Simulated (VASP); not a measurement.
Ag, 2 atoms in the cell. Symmetry: P6_3/mmc, No. 194, hexagonal system. Conventional cell: a = 2.969 Å, b = 2.969 Å, c = 4.853 Å, α = 90.00°, β = 90.00°, γ = 120.00°. Within 3.9 Å of Ag (site symmetry -6m2) lie 12 Ag at 2.97 Å. This isn't the form of Ag at room conditions, which is fcc.

| Property | Result |
| --- | --- |
| Program | VASP 6.6.1 |
| Task | single point |
| Functional | PBE |
| Potentials or basis | VASP PAW PBE potentials, release 64 (Ag) |
| Cutoff | 500 eV |
| k mesh | 10 × 10 × 6 |
| Occupations | fermi-dirac, width 0.05 eV |
| Spin | no spin polarisation |
| Dipole correction | no |
| Further INCAR settings | ALGO = Normal; EDIFF = 1e-06; NBANDS = 18 |

Potentials or basis: VASP PAW PBE potentials, release 64 (Ag).

The run is started by

```console
$ cat potpaw_PBE.64/Ag/POTCAR > POTCAR
$ mpirun -np 1 vasp_std > vasp.out
```

Hardware: 1 thread of Intel(R) Xeon(R) 6975P-C (Granite Rapids), with other jobs on the host.

Q: How long does it take, and how much memory?

A: Run time: 9.8 s on 1 thread of Intel(R) Xeon(R) 6975P-C (Granite Rapids), on a shared host, peak memory 0.17 GiB. Counts: scf iterations 11, k points 56.
